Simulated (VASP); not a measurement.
A run of VASP 6.6.1 is set up as follows.

INCAR

```
SYSTEM = Zn
PREC = Accurate
ENCUT = 520
EDIFF = 1E-6
ISMEAR = -1
SIGMA = 0.1
LREAL = .FALSE.
LASPH = .TRUE.
NELM = 80
ALGO = Normal
ISIF = 2
LWAVE = .FALSE.
LCHARG = .FALSE.
GGA = RP
NBANDS = 19
```

KPOINTS

```
Automatic mesh
0
G
  10 10 10
  0 0 0
```

File POSCAR:

```
Zn
1.0
    0.0000000000      2.9863602757      2.9863602757
    2.9863602757      0.0000000000      2.9863602757
    2.9863602757      2.9863602757      0.0000000000
Zn
2
Direct
    0.1250000000      0.1250000000      0.1250000000
    0.8750000000      0.8750000000      0.8750000000
```

Potentials or basis: VASP PAW PBE potentials, release 64 (Zn).

Command:

```bash
$ cat potpaw_PBE.64/Zn/POTCAR > POTCAR
$ mpirun -np 1 vasp_std > vasp.out
```

Question: What does it give for the band gap on the k mesh?

Answer: Zero (bands 12 and 13 overlap by 5.33 eV).

Question: Predict the pressure.

Answer: 0.1 GPa.

Caveat: the PAW data sets were made with another functional, which shifts forces and pressure a little.
